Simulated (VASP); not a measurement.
# Ca (Pm-3m) in VASP: further runs

Runs on Ca. Level: PBEsol+D3(BJ). Tasks: single point.

Program: VASP 6.6.1. These are calculated values, not measurements. Logs are shortened: lines on timing, memory, paths and dates and some standing lists are left out, and cuts for length are marked.

### Step 1. The cell of the first run

It takes space group Pm-3m (No. 221, cubic). Conventional cell: a = 2.679 Å, b = 2.679 Å, c = 2.679 Å, α = 90.00°, β = 90.00°, γ = 90.00°. Ca (site symmetry m-3m) has 6 Ca at 2.68 Å within 3.5 Å.

### Step 2. Single point, PBEsol+D3(BJ)

INCAR reads:

```
PREC     = Accurate       # precision mode
ENCUT    = 500            # plane-wave cutoff, eV
EDIFF    = 1E-6           # SCF threshold, eV
ISMEAR   = 1              # smearing method
SIGMA    = 0.15           # smearing width, eV
LREAL    = False          # projectors in reciprocal space
LASPH    = True           # aspherical terms in the spheres
NELM     = 120            # most SCF steps
ALGO     = Normal         # electronic algorithm
ISIF     = 2              # what is computed and relaxed
LWAVE    = False          # write WAVECAR
LCHARG   = False          # write CHGCAR
GGA      = PS             # functional
IVDW     = 12             # dispersion correction
NBANDS   = 11             # bands
GGA_COMPAT= False
```

KPOINTS reads:

```
regular mesh
0
Gamma
  9 9 9
```

POSCAR reads:

```
Ca
1.0
    2.6788054960      0.0000000000      0.0000000000
    0.0000000000      2.6788054960      0.0000000000
    0.0000000000      0.0000000000      2.6788054960
Ca
1
Direct
    0.0000000000      0.0000000000      0.0000000000
```

Potentials or basis: VASP PAW PBE potentials, release 64 (Ca_sv).

On the command line:

```sh
cat potpaw_PBE.64/Ca_sv/POTCAR > POTCAR
mpirun -np 1 vasp_std > vasp.out
```

OUTCAR:

```text
PREC = Accurate
   ENCUT = 500
   EDIFF = 1E-6
   ISMEAR = 1
   LREAL = False
   LASPH = True
   NELM = 120
   ISIF = 2
   GGA = PS
   IVDW = 12
 IVDW          = 12

 ion  position               nearest neighbor table
   1  0.000  0.000  0.000-

  LATTYP: Found a simple cubic cell.
 ALAT       =     2.6788054960

  Lattice vectors:

 A1 = (   2.6788054960,   0.0000000000,   0.0000000000)
 A2 = (   0.0000000000,   2.6788054960,   0.0000000000)
 A3 = (   0.0000000000,   0.0000000000,   2.6788054960)

Analysis of symmetry for initial positions (statically):
=====================================================================
 Subroutine PRICEL returns:
 Original cell was already a primitive cell.

 Routine SETGRP: Setting up the symmetry group for a
 simple cubic supercell.

 Subroutine GETGRP returns: Found 48 space group operations
 (whereof 48 operations were pure point group operations)
 out of a pool of 48 trial point group operations.

The static configuration has the point symmetry O_h .

Analysis of symmetry for dynamics (positions and initial velocities):
=====================================================================
 Subroutine PRICEL returns:
 Original cell was already a primitive cell.

 Routine SETGRP: Setting up the symmetry group for a
 simple cubic supercell.

 Subroutine GETGRP returns: Found 48 space group operations
 (whereof 48 operations were pure point group operations)
 out of a pool of 48 trial point group operations.

The dynamic configuration has the point symmetry O_h .

 Subroutine INISYM returns: Found 48 space group operations
 (whereof 48 operations are pure point group operations),
 and found     1 'primitive' translations

----------------------------------------------------------------------------------------

                                     Primitive cell

  volume of cell :      19.2231

  direct lattice vectors                    reciprocal lattice vectors
     2.678805496  0.000000000  0.000000000     0.373300712  0.000000000  0.000000000
     0.000000000  2.678805496  0.000000000     0.000000000  0.373300712  0.000000000
     0.000000000  0.000000000  2.678805496     0.000000000  0.000000000  0.373300712

  length of vectors
     2.678805496  2.678805496  2.678805496     0.373300712  0.373300712  0.373300712

  position of ions in fractional coordinates (direct lattice)
     0.000000000  0.000000000  0.000000000

  ion indices of the primitive-cell ions
   primitive index   ion index
                 1           1

----------------------------------------------------------------------------------------

 KPOINTS: regular mesh

Automatic generation of k-mesh.
 Grid dimensions read from file:
 generate k-points for:    9    9    9

 Generating k-lattice:

  Cartesian coordinates                     Fractional coordinates (reciprocal lattice)
     0.041477857  0.000000000  0.000000000     0.111111111  0.000000000  0.000000000
     0.000000000  0.041477857  0.000000000     0.000000000  0.111111111  0.000000000
     0.000000000  0.000000000  0.041477857     0.000000000  0.000000000  0.111111111

  Length of vectors
     0.041477857  0.041477857  0.041477857

  Shift w.r.t. Gamma in fractional coordinates (k-lattice)
     0.000000000  0.000000000  0.000000000

 Subroutine IBZKPT returns following result:
 ===========================================

 Found     35 irreducible k-points:

 Following reciprocal coordinates:
            Coordinates               Weight
  0.000000  0.000000  0.000000      1.000000
  0.111111  0.000000  0.000000      6.000000
  0.222222  0.000000  0.000000      6.000000
  0.333333  0.000000  0.000000      6.000000
  0.444444  0.000000  0.000000      6.000000
  0.111111  0.111111  0.000000     12.000000
[... 16 lines left out ...]
  0.333333  0.333333  0.111111     24.000000
  0.444444  0.333333  0.111111     48.000000
 [... further k-points ...]
   k-points           NKPTS =     35   k-points in BZ     NKDIM =     35   number of bands    NBANDS=     11
   number of dos      NEDOS =    301   number of ions     NIONS =      1
   total plane-waves  NPLWV =   8000
   dimension x,y,z NGX =    20 NGY =   20 NGZ =   20
   dimension x,y,z NGXF=    40 NGYF=   40 NGZF=   40
   ions per type =               1
   NGX,Y,Z   is equivalent  to a cutoff of  12.41, 12.41, 12.41 a.u.
   NGXF,Y,Z  is equivalent  to a cutoff of  24.82, 24.82, 24.82 a.u.
 SYSTEM =  unknown system
   PREC   = accura    normal or accurate (medium, high low for compatibility)
   ISTART =      0    job   : 0-new  1-cont  2-samecut
   ICHARG =      2    charge: 1-file 2-atom 10-const
   ISPIN  =      1    spin polarized calculation?
   LNONCOLLINEAR =      F non collinear calculations
   LSORBIT =      F    spin-orbit coupling
   LASPH  =      T    aspherical Exc in radial PAW
   ENCUT  =  500.0 eV  36.75 Ry    6.06 a.u.   4.88  4.88  4.88*2*pi/ulx,y,z
   NELM   =    120;   NELMIN=  2; NELMDL= -5     # of ELM steps
   EDIFF  = 0.1E-05   stopping-criterion for ELM
   LREAL  =      F    real-space projection
   EDIFFG = 0.1E-04   stopping-criterion for IOM
   NSW    =      0    number of steps for IOM
   IBRION =     -1    ionic relax: 0-MD 1-quasi-New 2-CG
   NFREE  =      0    steps in history (QN), initial steepest desc. (CG)
   ISIF   =      2    stress and relaxation
   ISYM   =      2    0-nonsym 1-usesym 2-fastsym
   POTIM  = 0.5000    time-step for ionic-motion
   TEBEG  =    0.0;   TEEND  =   0.0 temperature during run
   PSTRESS=    0.0 pullay stress
   NELECT =      10.0000    total number of electrons
   NUPDOWN=      -1.0000    fix difference up-down
   EMIN   =  10.00;   EMAX   =-10.00  energy-range for DOS
   EFERMI =   0.00;   METHOD = LEGACY
   ISMEAR =     1;   SIGMA  =   0.15  broadening in eV -4-tet -1-fermi 0-gaus
   EFERMI_NEDOS =   21; number of points for ismear=-14 and -15
   IALGO  =     38    algorithm
   IMIX   =      4    mixing-type and parameters
     AMIX     =   0.40;   BMIX     =  1.00
     AMIX_MAG =   1.60;   BMIX_MAG =  1.00
  volume/ion in A,a.u.               =      19.22       129.72
  Fermi-wavevector in a.u.,A,eV,Ry     =   1.316640  2.488088 23.586249  1.733540
  Thomas-Fermi vector in A             =   2.446738
   LORBIT       =      0    0 simple, 1 ext, 2 COOP (PROOUT), +10 PAW based schemes
   GGA     = PS    functional components
   LHFCALC =     F    Hartree Fock is set to
   AEXX    =    0.0000 exact exchange contribution
   IVDW    =    12    specifies the selected vdW correction
   LEPSILON=     F    determine dielectric tensor
   LRPA    =     F    only Hartree local field effects (RPA)
 non-spin polarized calculation
 Methfessel and Paxton  Order N= 1 SIGMA  =   0.15
  energy-cutoff  :      500.00
  volume of cell :       19.22
 maximum number of plane-waves:       499
 NGX is ok and might be reduce to    20
   NGX =  9   NGY =  9   NGZ =  9

 number of electron      10.0000000 magnetization

 number of electron       9.9999997 magnetization

 Free energy of the ion-electron system (eV)
  ---------------------------------------------------
  ext. energy  EPLUGINS =         0.00000000
  ---------------------------------------------------
  free energy    TOTEN  =        -0.52425961 eV

  energy without entropy =       -0.52239943  energy(sigma->0) =       -0.52363955

 E-fermi :   5.7077     XC(G=0): -10.7956

 val. band max:        5.6943080955   @ k =   0.4444   0.1111   0.1111
 cond. band min:       5.9716581023   @ k =   0.0000   0.0000   0.0000
 fundamental gap:      0.2773500068
 Fermi energy:         5.7077143880

 k-point     1 :       0.0000    0.0000    0.0000
  band No.  band energies     occupation
      1     -35.4119      2.00000
      2     -15.3521      2.00000
      3     -15.3521      2.00000
      4     -15.3521      2.00000
      5       1.5394      2.00000
      6       5.9717     -0.03206
      7       5.9717     -0.03206
      8      13.4037      0.00000
      9      13.4037      0.00000
     10      13.4037      0.00000
     11      21.9295      0.00000

 k-point     2 :       0.1111    0.0000    0.0000
  band No.  band energies     occupation
      1     -35.3706      2.00000
      2     -15.6304      2.00000
      3     -15.3284      2.00000
      4     -15.3284      2.00000
      5       1.9036      2.00000
      6       6.0837     -0.00225
      7       6.3293     -0.00000
      8      12.9106      0.00000
      9      12.9106      0.00000
     10      13.4383      0.00000
     11      20.3096      0.00000

 k-point     3 :       0.2222    0.0000    0.0000
  band No.  band energies     occupation
      1     -35.2639      2.00000
      2     -16.2933      2.00000
      3     -15.2679      2.00000
      4     -15.2679      2.00000
      5       2.8378      2.00000
      6       6.3840     -0.00000
      7       7.1770     -0.00000
      8      11.8731      0.00000
      9      11.8731      0.00000
     10      13.5271      0.00000
     11      18.0333      0.00000

 k-point     4 :       0.3333    0.0000    0.0000
  band No.  band energies     occupation
      1     -35.1388      2.00000
      2     -16.9885      2.00000
      3     -15.1979      2.00000
      4     -15.1979      2.00000
      5       4.0787      2.00000
      6       6.7600     -0.00000
      7       7.7160     -0.00000
      8      10.9121      0.00000
      9      10.9121      0.00000
     10      13.6302      0.00000
     11      16.8633      0.00000
[... 239 lines left out ...]
 k-point    22 :       0.4444    0.2222    0.1111
  band No.  band energies     occupation
      1     -34.8792      2.00000
      2     -17.2146      2.00000
      3     -15.9719      2.00000
      4     -15.3142      2.00000
      5       5.1932      2.00001
      6       7.2973     -0.00000
      7       8.7886      0.00000
      8       9.2204      0.00000
      9      11.9876      0.00000
     10      12.6687      0.00000
     11      17.0504      0.00000

 k-point    23 :       0.3333    0.3333    0.1111
  band No.  band energies     occupation
      1     -34.8425      2.00000
      2     -16.7194      2.00000
      3     -16.6470      2.00000
      4     -15.2916      2.00000
      5       4.5940      2.00000
      6       7.4834     -0.00000
      7       9.6248      0.00000
      8       9.8685      0.00000
      9      11.6275      0.00000
     10      12.1690      0.00000
     11      17.8273      0.00000

 k-point    24 :       0.4444    0.3333    0.1111
  band No.  band energies     occupation
      1     -34.7636      2.00000
      2     -17.0822      2.00000
      3     -16.6018      2.00000
      4     -15.2435      2.00000
      5       4.2903      2.00000
      6       7.8285     -0.00000
      7       9.3580      0.00000
      8       9.9007      0.00000
      9      12.0054      0.00000
     10      13.4114      0.00000
     11      16.7560      0.00000

 [... further k-points ...]

------------------------ aborting loop because EDIFF is reached ----------------------------------------

 Edisp (eV)   -0.53902

 E8    (eV) :    -0.3912

  FORCE on cell =-STRESS in cart. coord.  units (eV):
  Direction    XX          YY          ZZ          XY          YZ          ZX
  --------------------------------------------------------------------------------------
  -------------------------------------------------------------------------------------
  Total       3.26436     3.26436     3.26436     0.00000    -0.00000     0.00000
  in kB     272.07300   272.07300   272.07300     0.00000    -0.00000     0.00000
  external pressure =      272.07 kB  Pullay stress =        0.00 kB

 VOLUME and BASIS-vectors are now :
 -----------------------------------------------------------------------------
  energy-cutoff  :      500.00
  volume of cell :       19.22
      direct lattice vectors                 reciprocal lattice vectors
     2.678805496  0.000000000  0.000000000     0.373300712  0.000000000  0.000000000
     0.000000000  2.678805496  0.000000000     0.000000000  0.373300712  0.000000000
     0.000000000  0.000000000  2.678805496     0.000000000  0.000000000  0.373300712

 POSITION                                       TOTAL-FORCE (eV/Angst)
 -----------------------------------------------------------------------------------
      0.00000      0.00000      0.00000         0.000000      0.000000      0.000000
 -----------------------------------------------------------------------------------
    total drift:                               -0.000000      0.000000     -0.000000

  FREE ENERGIE OF THE ION-ELECTRON SYSTEM (eV)
  ---------------------------------------------------
  free  energy   TOTEN  =        -1.0632803725 eV

  energy  without entropy=       -1.0614201968  energy(sigma->0) =       -1.06266031
```

It took 5.3 s on 1 thread of AMD EPYC 9R45 (Zen 5), shared host; peak memory 0.1 GiB.

Results:

- Free energy: -1.0633 eV
- Pressure: 27.2 GPa
- Band gap on the k mesh: zero (band 5 reaches 5.69 eV, above the bottom of band 6 at 5.68 eV)
- Dispersion energy per atom: -0.539 eV

Caveat: three body term missing; the PAW data sets were made with another functional, which shifts forces and pressure a little; pairwise dispersion overbinds metals, which lowers pressure and volume.

### Step 3. Single point, PBEsol+D3(BJ)

This run uses another cell than the first one, of 19.67 Å³/atom, 1.023 times its volume.

INCAR reads:

```
ALGO = Normal
EDIFF = 1E-6
ENCUT = 500
GGA = PS
GGA_COMPAT = False
ISIF = 2
ISMEAR = 1
IVDW = 12
LASPH = True
LCHARG = True
LELF = True
LREAL = False
LVHAR = True
LWAVE = False
NBANDS = 11
NELM = 120
PREC = Accurate
SIGMA = 0.15
```

KPOINTS reads:

```
k-points
0
Gamma
  9 9 9
```

POSCAR reads:

```
Ca
1.0
    2.6994125019      0.0000000000      0.0000000000
    0.0000000000      2.6994125019      0.0000000000
    0.0000000000      0.0000000000      2.6994125019
Ca
1
Direct
    0.0000000000      0.0000000000      0.0000000000
```

Potentials or basis: VASP PAW PBE potentials, release 64 (Ca_sv).

On the command line:

```sh
cat potpaw_PBE.64/Ca_sv/POTCAR > POTCAR
mpirun -np 1 vasp_std > vasp.out
```

Wall time 5.4 s (1 thread of AMD EPYC 9R45 (Zen 5), shared host); peak memory 0.1 GiB.

The run converged. Its results:

```yaml
Free_energy: -1.1372 eV
Pressure: 25.6 GPa
Band_gap_on_the_k_mesh: 0.09 eV, indirect (least direct gap 0.29 eV)
Dispersion_energy_per_atom: -0.526 eV
```

Levels at points of the mesh, in eV from the valence-band top:
```
           k point  band 1  band 2  band 3  band 4  band 5  band 6  band 7  band 8  band 9  band 10
(0.00, 0.00, 0.00)  -41.04  -21.05  -21.05  -21.05   -4.13    0.37    0.37    7.64    7.64     7.64
```

Caveat: three body term missing; the PAW data sets were made with another functional, which shifts forces and pressure a little. A k mesh can miss the band edges.
